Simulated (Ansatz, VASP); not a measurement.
Ir: VASP beside Ansatz

POSCAR

```
Ir
1.0
    0.0000000000      1.9228496764      1.9228496764
    1.9228496764      0.0000000000      1.9228496764
    1.9228496764      1.9228496764      0.0000000000
Ir
1
Direct
    0.0000000000      0.0000000000      0.0000000000
```

Contents of INCAR.step1:

```
ALGO = Normal
EDIFF = 1E-4
ENCUT = 520
GGA = PE
ISMEAR = 1
LASPH = True
LCHARG = False
LREAL = False
LWAVE = True
NBANDS = 10
NELM = 100
PREC = Accurate
SIGMA = 0.2
```

File INCAR.step2:

```
ALGO = Normal
EDIFF = 1E-7
ENCUT = 520
ISIF = 2
ISMEAR = 1
ISTART = 1
LASPH = True
LCHARG = False
LMIXTAU = True
LREAL = False
LWAVE = False
METAGGA = R2SCAN
NBANDS = 10
NELM = 100
PREC = Accurate
SIGMA = 0.2
```

KPOINTS

```
k-points
0
Gamma
  14 14 14
```

Input for Ansatz:

```yaml
crystal:
  lattice:
    - [0.0, 1.9228496764, 1.9228496764]
    - [1.9228496764, 0.0, 1.9228496764]
    - [1.9228496764, 1.9228496764, 0.0]
  atoms:
    - { symbol: Ir, position: [0.0, 0.0, 0.0] }
hamiltonian:
  xc: r2scan
  pseudopotentials:
    kind: paw
    azcp:
      Ir: "pseudopotentials/Ir.paw.azcp"
basis:
  ecutwfc: 500
  fft_grid_basis: typed
kpoints:
  mp_grid: { grid: [14, 14, 14], shift: [0, 0, 0] }
magnetization:
  spin_polarized: false
scf:
  occupations: { method: methfessel_paxton, width: 0.2 }
  lower_state_search: "off"
output:
  stress: true
  write_density: true
  write_potential: true
  elf: true
  volumetric_format: npy
```

Alike in both runs: task single point; functional r2SCAN; k mesh 14 × 14 × 14; occupations methfessel-paxton of order 1, width 0.2 eV; no spin polarisation.

```csv
,VASP,Ansatz
version,VASP 6.6.1,Ansatz 0.2.0
potentials or method,"VASP PAW PBE potentials, release 64 (Ir), cutoff 520 eV","plane waves (500 eV) with PAW, scalar-relativistic"
valence electrons in the cell,9,17
```

|  | VASP | Ansatz | Ansatz less VASP |
| --- | --- | --- | --- |
| pressure (GPa) | 2.2 | -0.2 | -2.46 |

VASP's potentials were made for PBE, not for r2SCAN. With one functional, cell and mesh, what is left measures potentials, basis and numerics. VASP's potentials hold 9 valence electrons a cell and Ansatz's 17, so a difference there can come from the potentials and not from the codes.

Neither program's run includes spin-orbit coupling.
